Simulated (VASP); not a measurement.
# Pd (Pm-3m) in VASP: further runs

Runs on Pd. Level: PBEsol. Tasks: single point, relaxation of cell and atoms.

Program: VASP 6.6.1. These are calculated values, not measurements. Logs are shortened: lines on timing, memory, paths and dates and some standing lists are left out, and cuts for length are marked.

## 1. The cell of the first run

Symmetry: Pm-3m, No. 221, cubic system. Conventional cell: a = 2.665 Å, b = 2.665 Å, c = 2.665 Å, α = 90.00°, β = 90.00°, γ = 90.00°. Within 3.5 Å of Pd (site symmetry m-3m) lie 6 Pd at 2.67 Å.

## 2. Single point, PBEsol (volume scaled by 1.12)

INCAR reads:

```
SYSTEM = Pd
PREC = Accurate
ENCUT = 520
EDIFF = 1E-6
ISMEAR = -1
SIGMA = 0.1
LREAL = .False.
LASPH = .True.
NELM = 80
ALGO = Normal
ISIF = 2
LWAVE = .False.
LCHARG = .False.
GGA = PS
NBANDS = 11
```

KPOINTS reads:

```
regular mesh
0
Gamma
  14 14 14
  0 0 0
```

POSCAR reads:

```
Pd
1.0
    2.6654400974      0.0000000000      0.0000000000
    0.0000000000      2.6654400974      0.0000000000
    0.0000000000      0.0000000000      2.6654400974
Pd
1
Direct
    0.0000000000      0.0000000000      0.0000000000
```

Potentials or basis: VASP PAW PBE potentials, release 64 (Pd).

On the command line:

```console
$ cat potpaw_PBE.64/Pd/POTCAR > POTCAR
$ mpirun -np 1 vasp_std > vasp.out
```

OUTCAR:

```text
SYSTEM = Pd
   PREC = Accurate
   ENCUT = 520
   EDIFF = 1E-6
   ISMEAR = -1
   LREAL = .False.
   LASPH = .True.
   NELM = 80
   ISIF = 2
   GGA = PS

 ion  position               nearest neighbor table
   1  0.000  0.000  0.000-

  LATTYP: Found a simple cubic cell.
 ALAT       =     2.6654400974

  Lattice vectors:

 A1 = (   2.6654400974,   0.0000000000,   0.0000000000)
 A2 = (   0.0000000000,   2.6654400974,   0.0000000000)
 A3 = (   0.0000000000,   0.0000000000,   2.6654400974)

Analysis of symmetry for initial positions (statically):
=====================================================================
 Subroutine PRICEL returns:
 Original cell was already a primitive cell.

 Routine SETGRP: Setting up the symmetry group for a
 simple cubic supercell.

 Subroutine GETGRP returns: Found 48 space group operations
 (whereof 48 operations were pure point group operations)
 out of a pool of 48 trial point group operations.

The static configuration has the point symmetry O_h .

Analysis of symmetry for dynamics (positions and initial velocities):
=====================================================================
 Subroutine PRICEL returns:
 Original cell was already a primitive cell.

 Routine SETGRP: Setting up the symmetry group for a
 simple cubic supercell.

 Subroutine GETGRP returns: Found 48 space group operations
 (whereof 48 operations were pure point group operations)
 out of a pool of 48 trial point group operations.

The dynamic configuration has the point symmetry O_h .

 Subroutine INISYM returns: Found 48 space group operations
 (whereof 48 operations are pure point group operations),
 and found     1 'primitive' translations

----------------------------------------------------------------------------------------

                                     Primitive cell

  volume of cell :      18.9368

  direct lattice vectors                    reciprocal lattice vectors
     2.665440097  0.000000000  0.000000000     0.375172566  0.000000000  0.000000000
     0.000000000  2.665440097  0.000000000     0.000000000  0.375172566  0.000000000
     0.000000000  0.000000000  2.665440097     0.000000000  0.000000000  0.375172566

  length of vectors
     2.665440097  2.665440097  2.665440097     0.375172566  0.375172566  0.375172566

  position of ions in fractional coordinates (direct lattice)
     0.000000000  0.000000000  0.000000000

  ion indices of the primitive-cell ions
   primitive index   ion index
                 1           1

----------------------------------------------------------------------------------------

 KPOINTS: regular mesh

Automatic generation of k-mesh.
 Grid dimensions read from file:
 generate k-points for:   14   14   14

 Generating k-lattice:

  Cartesian coordinates                     Fractional coordinates (reciprocal lattice)
     0.026798040  0.000000000  0.000000000     0.071428571  0.000000000  0.000000000
     0.000000000  0.026798040  0.000000000     0.000000000  0.071428571  0.000000000
     0.000000000  0.000000000  0.026798040     0.000000000  0.000000000  0.071428571

  Length of vectors
     0.026798040  0.026798040  0.026798040

  Shift w.r.t. Gamma in fractional coordinates (k-lattice)
     0.000000000  0.000000000  0.000000000

 Subroutine IBZKPT returns following result:
 ===========================================

 Found    120 irreducible k-points:

 Following reciprocal coordinates:
            Coordinates               Weight
  0.000000  0.000000  0.000000      1.000000
  0.071429  0.000000  0.000000      6.000000
  0.142857  0.000000  0.000000      6.000000
  0.214286  0.000000  0.000000      6.000000
  0.285714  0.000000  0.000000      6.000000
  0.357143  0.000000  0.000000      6.000000
[... 16 lines left out ...]
  0.285714  0.214286  0.000000     24.000000
  0.357143  0.214286  0.000000     24.000000
 [... further k-points ...]
   k-points           NKPTS =    120   k-points in BZ     NKDIM =    120   number of bands    NBANDS=     11
   number of dos      NEDOS =    301   number of ions     NIONS =      1
   total plane-waves  NPLWV =   8000
   dimension x,y,z NGX =    20 NGY =   20 NGZ =   20
   dimension x,y,z NGXF=    40 NGYF=   40 NGZF=   40
   ions per type =               1
   NGX,Y,Z   is equivalent  to a cutoff of  12.47, 12.47, 12.47 a.u.
   NGXF,Y,Z  is equivalent  to a cutoff of  24.95, 24.95, 24.95 a.u.
 SYSTEM =  Pd
   PREC   = accura    normal or accurate (medium, high low for compatibility)
   ISTART =      0    job   : 0-new  1-cont  2-samecut
   ICHARG =      2    charge: 1-file 2-atom 10-const
   ISPIN  =      1    spin polarized calculation?
   LNONCOLLINEAR =      F non collinear calculations
   LSORBIT =      F    spin-orbit coupling
   LASPH  =      T    aspherical Exc in radial PAW
   ENCUT  =  520.0 eV  38.22 Ry    6.18 a.u.   4.96  4.96  4.96*2*pi/ulx,y,z
   NELM   =     80;   NELMIN=  2; NELMDL= -5     # of ELM steps
   EDIFF  = 0.1E-05   stopping-criterion for ELM
   LREAL  =      F    real-space projection
   EDIFFG = 0.1E-04   stopping-criterion for IOM
   NSW    =      0    number of steps for IOM
   IBRION =     -1    ionic relax: 0-MD 1-quasi-New 2-CG
   NFREE  =      0    steps in history (QN), initial steepest desc. (CG)
   ISIF   =      2    stress and relaxation
   ISYM   =      2    0-nonsym 1-usesym 2-fastsym
   POTIM  = 0.5000    time-step for ionic-motion
   TEBEG  =    0.0;   TEEND  =   0.0 temperature during run
   PSTRESS=    0.0 pullay stress
   NELECT =      10.0000    total number of electrons
   NUPDOWN=      -1.0000    fix difference up-down
   EMIN   =  10.00;   EMAX   =-10.00  energy-range for DOS
   EFERMI =   0.00;   METHOD = LEGACY
   ISMEAR =    -1;   SIGMA  =   0.10  broadening in eV -4-tet -1-fermi 0-gaus
   EFERMI_NEDOS =   21; number of points for ismear=-14 and -15
   IALGO  =     38    algorithm
   IMIX   =      4    mixing-type and parameters
     AMIX     =   0.40;   BMIX     =  1.00
     AMIX_MAG =   1.60;   BMIX_MAG =  1.00
  volume/ion in A,a.u.               =      18.94       127.79
  Fermi-wavevector in a.u.,A,eV,Ry     =   1.323242  2.500565 23.823381  1.750969
  Thomas-Fermi vector in A             =   2.452864
   LORBIT       =      0    0 simple, 1 ext, 2 COOP (PROOUT), +10 PAW based schemes
   GGA     = PS    functional components
   LHFCALC =     F    Hartree Fock is set to
   AEXX    =    0.0000 exact exchange contribution
   IVDW    =     0    specifies the selected vdW correction
   LEPSILON=     F    determine dielectric tensor
   LRPA    =     F    only Hartree local field effects (RPA)
 non-spin polarized calculation
  energy-cutoff  :      520.00
  volume of cell :       18.94
 maximum number of plane-waves:       536
 NGX is ok and might be reduce to    20
   NGX =  9   NGY =  9   NGZ =  9

 number of electron      10.0000000 magnetization

 number of electron       9.9999992 magnetization

 Free energy of the ion-electron system (eV)
  ---------------------------------------------------
  ext. energy  EPLUGINS =         0.00000000
  ---------------------------------------------------
  free energy    TOTEN  =        -5.29684229 eV

  energy without entropy =       -5.24279290  energy(sigma->0) =       -5.26981759

 E-fermi :   6.1978     XC(G=0): -11.7674

 val. band max:        6.1953988307   @ k =   0.3571   0.1429   0.0714
 cond. band min:       6.2033477332   @ k =   0.5000   0.4286   0.3571
 fundamental gap:      0.0079489025
 Fermi energy:         6.1977829985

 k-point     1 :       0.0000    0.0000    0.0000
  band No.  band energies     occupation
      1       0.5670      2.00000
      2       2.0739      2.00000
      3       2.0739      2.00000
      4       6.1827      1.07506
      5       6.1827      1.07506
      6       6.1827      1.07505
      7      22.1056      0.00000
      8      22.1056      0.00000
      9      22.1056      0.00000
     10      28.0770      0.00000
     11      28.1302      0.00000

 k-point     2 :       0.0714    0.0000    0.0000
  band No.  band energies     occupation
      1       0.6918      2.00000
      2       2.0940      2.00000
      3       2.1686      2.00000
      4       6.1044      1.43551
      5       6.1044      1.43551
      6       6.1890      1.04379
      7      21.0577      0.00000
      8      22.3092      0.00000
      9      22.3092      0.00000
     10      27.8233      0.00000
     11      28.1306      0.00000

 k-point     3 :       0.1429    0.0000    0.0000
  band No.  band energies     occupation
      1       1.0306      2.00000
      2       2.1507      2.00000
      3       2.4722      2.00000
      4       5.8918      1.91044
      5       5.8918      1.91044
      6       6.2067      0.95562
      7      19.0255      0.00000
      8      22.8932      0.00000
      9      22.8932      0.00000
     10      27.1665      0.00000
     11      28.0892      0.00000

 k-point     4 :       0.2143    0.0000    0.0000
  band No.  band energies     occupation
      1       1.4774      2.00000
      2       2.2340      2.00000
      3       3.0402      2.00000
      4       5.6000      1.99494
      5       5.6000      1.99494
      6       6.2323      0.82935
      7      16.8658      0.00000
      8      23.7881      0.00000
      9      23.7881      0.00000
     10      26.3247      0.00000
     11      27.9615      0.00000
[... 239 lines left out ...]
 k-point    22 :       0.2143    0.2143    0.0000
  band No.  band energies     occupation
      1       2.1588      2.00000
      2       2.9896      2.00000
      3       3.3872      2.00000
      4       5.2214      1.99988
      5       5.6200      1.99383
      6       5.7270      1.98211
      7      17.5872      0.00000
      8      18.6041      0.00000
      9      25.4808      0.00000
     10      26.5172      0.00000
     11      30.2164      0.00000

 k-point    23 :       0.2857    0.2143    0.0000
  band No.  band energies     occupation
      1       2.3863      2.00000
      2       3.1659      2.00000
      3       3.8400      2.00000
      4       5.3712      1.99949
      5       5.4696      1.99863
      6       5.7235      1.98272
      7      15.7687      0.00000
      8      19.1243      0.00000
      9      25.9866      0.00000
     10      26.6044      0.00000
     11      28.7896      0.00000

 k-point    24 :       0.3571    0.2143    0.0000
  band No.  band energies     occupation
      1       2.5659      2.00000
      2       3.2249      2.00000
      3       3.9921      2.00000
      4       5.1242      1.99996
      5       5.7566      1.97602
      6       6.4440      0.15715
      7      13.7641      0.00000
      8      20.0893      0.00000
      9      25.0939      0.00000
     10      27.5012      0.00000
     11      27.8652      0.00000

 [... further k-points ...]
[... 5 lines left out ...]
  --------------------------------------------------------------------------------------
  -------------------------------------------------------------------------------------
  Total       -1.4694003     -1.4694003     -1.4694003     -0.0000000      0.0000000     -0.0000000
  in kB     -124.3208406   -124.3208406   -124.3208406     -0.0000000      0.0000000     -0.0000000
  external PRESSURE =    -124.3208406 kB  Pullay stress =       0.0000000 kB

 VOLUME and BASIS-vectors are now :
 -----------------------------------------------------------------------------
  energy-cutoff  :      520.00
  volume of cell :       18.94
      direct lattice vectors                 reciprocal lattice vectors
     2.665440097  0.000000000  0.000000000     0.375172566  0.000000000  0.000000000
     0.000000000  2.665440097  0.000000000     0.000000000  0.375172566  0.000000000
     0.000000000  0.000000000  2.665440097     0.000000000  0.000000000  0.375172566

 POSITION                                       TOTAL-FORCE (eV/Angst)
 -----------------------------------------------------------------------------------
      0.00000      0.00000      0.00000         0.000000      0.000000      0.000000
 -----------------------------------------------------------------------------------
    total drift:                               -0.000000      0.000000      0.000000

  FREE ENERGIE OF THE ION-ELECTRON SYSTEM (eV)
  ---------------------------------------------------
  free  energy   TOTEN  =        -5.2968422857 eV

  energy  without entropy=       -5.2427929032  energy(sigma->0) =       -5.26981759
```

It took 13 s on 1 thread of Intel Xeon Platinum 8488C (Sapphire Rapids), shared host; peak memory 0.14 GiB.

Results:

- Free energy: -5.2968 eV
- Pressure: -12.4 GPa
- Band gap on the k mesh: zero (band 5 reaches 7.26 eV, above the bottom of band 6 at 5.63 eV)

Caveat: the cell differs from its parent crystal (volume scaled by 1.12); the PAW data sets were made with another functional, which shifts forces and pressure a little.

## 3. Relaxation of cell and atoms, PBEsol

This run uses another cell than the first one, of 15.89 Å³/atom, 0.839 times its volume.

INCAR reads:

```
PREC = Accurate ; ENCUT = 600
EDIFF = 1E-6 ; ISMEAR = -1
SIGMA = 0.1 ; LREAL = False
LASPH = True ; NELM = 60
ALGO = Normal ; ISIF = 3
LWAVE = False ; LCHARG = False
GGA = PS ; IBRION = 2
NSW = 80 ; EDIFFG = -0.01
```

KPOINTS reads:

```
Automatic mesh
0
Gamma
  12 12 12
```

POSCAR reads:

```
Pd
1.0
    2.5140960172      0.0000000000      0.0000000000
    0.0000000000      2.5140960172      0.0000000000
    0.0000000000      0.0000000000      2.5140960172
Pd
1
Direct
    0.0000000000      0.0000000000      0.0000000000
```

Potentials or basis: VASP PAW PBE potentials, release 64 (Pd).

On the command line:

```console
$ cat potpaw_PBE.64/Pd/POTCAR > POTCAR
$ mpirun -np 1 vasp_std > vasp.out
```

It took 20 s on 1 thread of Intel Xeon Platinum 8488C (Sapphire Rapids), shared host; peak memory 0.14 GiB.

The run converged. Its results:

- Free energy: -5.3918 eV
- Relaxed volume: 16.86 Å³/atom
- Relaxed cell: a = 2.564 Å, b = 2.564 Å, c = 2.564 Å, α = 90.00°, β = 90.00°, γ = 90.00°
- Space group after relaxing (to 0.05 Å): Pm-3m (No. 221)
- Energy gained by relaxing: 28.8 meV/atom
- Ionic steps: 4
- Pressure after relaxing: 0.0 GPa
- Band gap on the k mesh: zero (band 5 reaches 9.15 eV, above the bottom of band 6 at 7.12 eV)

Step by step:
| step | energy change (eV) | largest force (eV/Å) | pressure (GPa) | volume (Å³) |
| --- | --- | --- | --- | --- |
| 1 | 0.0000 | 0.0000 | 10.17 | 15.89 |
| 2 | 0.0207 | 0.0000 | -9.86 | 18.33 |
| 3 | -0.0288 | 0.0000 | -0.17 | 16.88 |
| 4 | -0.0288 | 0.0000 | 0.02 | 16.86 |

Final structure:
```yaml
crystal:
  lattice:
    - [2.56401, 0.00000, 0.00000]
    - [0.00000, 2.56401, 0.00000]
    - [0.00000, 0.00000, 2.56401]
  atoms:
    - { symbol: Pd, position: [0.00000, 0.00000, 0.00000] }
```

Levels at points of the mesh, in eV from the Fermi level:
```tsv
k point	band 2	band 3	band 4	band 5	band 6	band 7	band 8	band 9
(0.00, 0.00, 0.00)	-4.87	-4.87	0.04	0.04	0.04	16.77	16.77	16.77
(0.50, 0.00, 0.00)	-4.20	-1.65	-1.65	0.18	0.19	5.10	18.37	21.49
(0.50, 0.50, 0.00)	-3.66	-1.33	-1.33	1.25	5.53	5.53	12.09	12.61
(0.50, 0.50, 0.50)	-4.18	-4.18	1.36	1.36	10.95	11.46	11.46	11.46
```

Caveat: the PAW data sets were made with another functional, which shifts forces and pressure a little.

## 4. Single point, PBEsol

This run uses another cell than the first one, of 16.91 Å³/atom, 0.893 times its volume.

INCAR reads:

```
SYSTEM = Pd
ALGO = Normal ; EDIFF = 1E-6
ENCUT = 520 ; GGA = PS
ISIF = 2 ; ISMEAR = -1
LASPH = .TRUE. ; LCHARG = .FALSE.
LREAL = .FALSE. ; LWAVE = .FALSE.
NBANDS = 11 ; NELM = 100
PREC = Accurate ; SIGMA = 0.1
```

KPOINTS reads:

```
k-points
0
G
  20 20 20
  0 0 0
```

POSCAR reads:

```
Pd
1.0
    2.5666279490      0.0000000000      0.0000000000
    0.0000000000      2.5666279490      0.0000000000
    0.0000000000      0.0000000000      2.5666279490
Pd
1
Direct
    0.0000000000      0.0000000000      0.0000000000
```

On the command line:

```console
$ cat potpaw_PBE.64/Pd/POTCAR > POTCAR
$ mpirun -np 1 vasp_std > vasp.out
```

Wall time 30 s (1 thread of Intel Xeon Platinum 8488C (Sapphire Rapids), shared host); peak memory 0.16 GiB.

Results (log left out):

```yaml
Free_energy: -5.3898 eV
Pressure: -0.4 GPa
Band_gap_on_the_k_mesh: zero (band 5 reaches 9.10 eV, above the bottom of band 6 at 7.08 eV)
```

Levels at points of the mesh, in eV from the Fermi level:
| k point | band 1 | band 2 | band 3 | band 4 | band 5 | band 6 | band 7 | band 8 | band 9 | band 10 |
| --- | --- | --- | --- | --- | --- | --- | --- | --- | --- | --- |
| (0.00, 0.00, 0.00) | -6.39 | -4.87 | -4.87 | 0.02 | 0.02 | 0.02 | 16.73 | 16.73 | 16.73 | 23.35 |
| (0.50, 0.00, 0.00) | -4.36 | -4.20 | -1.66 | -1.66 | 0.17 | 0.18 | 5.07 | 18.35 | 21.44 | 22.94 |
| (0.50, 0.50, 0.00) | -5.11 | -3.66 | -1.34 | -1.34 | 1.22 | 5.51 | 5.51 | 12.04 | 12.58 | 23.71 |
| (0.50, 0.50, 0.50) | -4.17 | -4.17 | -4.17 | 1.33 | 1.33 | 10.94 | 11.41 | 11.41 | 11.41 | 18.15 |

Caveat: the PAW data sets were made with another functional, which shifts forces and pressure a little.

## 5. Summary

| task | cell | k mesh | cutoff (eV) | gap on the mesh (eV) | pressure (GPa) |
| --- | --- | --- | --- | --- | --- |
| single point | a = 2.665 Å, 1 atom | 14 × 14 × 14 | 520 | none | -12.4 |
| relaxation of cell and atoms | relaxed from a = 2.514 Å, 1 atom | 12 × 12 × 12 | 600 | none | 0.0 |
| single point | a = 2.567 Å, 1 atom | 20 × 20 × 20 | 520 | none | -0.4 |

Alike in all rows: level PBEsol; potentials or basis VASP PAW PBE potentials, release 64 (Pd); no spin polarisation; smearing fermi-dirac 0.1 eV.

Caveats: the PAW data sets were made with another functional, which shifts forces and pressure a little.

Total energies depend on the potentials used, so only differences within one code and one set of settings carry meaning.
